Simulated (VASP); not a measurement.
**Si: single point with PBE**

Slab: Si, a slab with vacuum.

```
Si
1.0
     3.86794    0.00000    0.00000
    -1.93397    3.34973    0.00000
     0.00000    0.00000   25.26402
Si
8
Direct
  0.33333 0.66667 0.30119
  0.00000 0.00000 0.32718
  0.00000 0.00000 0.42228
  0.66667 0.33333 0.45292
  0.66667 0.33333 0.54708
  0.33333 0.66667 0.57772
  0.33333 0.66667 0.67282
  0.00000 0.00000 0.69881
```

```yaml
Program: VASP 6.6.1
Task: single point
Functional: PBE
Potentials_or_basis: VASP PAW PBE potentials, release 64 (Si)
Cutoff: 520 eV
k_mesh: 9 × 9 × 1
Occupations: gaussian, width 0.05 eV
Spin: no spin polarisation
```

The largest force is 0.010 eV/Å. The band gap on the k mesh is zero (band 16 reaches 0.61 eV, above the bottom of band 17 at 0.32 eV).

Forces on the atoms (eV/Å):
```
Si   0.000  0.000  0.010
Si   0.000  0.000  0.001
Si   0.000  0.000 -0.003
Si   0.000  0.000  0.002
Si   0.000  0.000 -0.002
Si   0.000  0.000  0.003
Si   0.000  0.000 -0.001
Si   0.000  0.000 -0.010
```

Levels at points of the mesh, in eV from the Fermi level:
```
           k point  band 14  band 15  band 16  band 17  band 18  band 19
(0.00, 0.00, 0.00)    -0.36    -0.36    -0.18     0.79     1.40     1.70
```

Run time: 3.2 min on 1 thread of Intel(R) Xeon(R) Platinum 8488C (Sapphire Rapids) (shared host), peak memory 0.41 GiB.
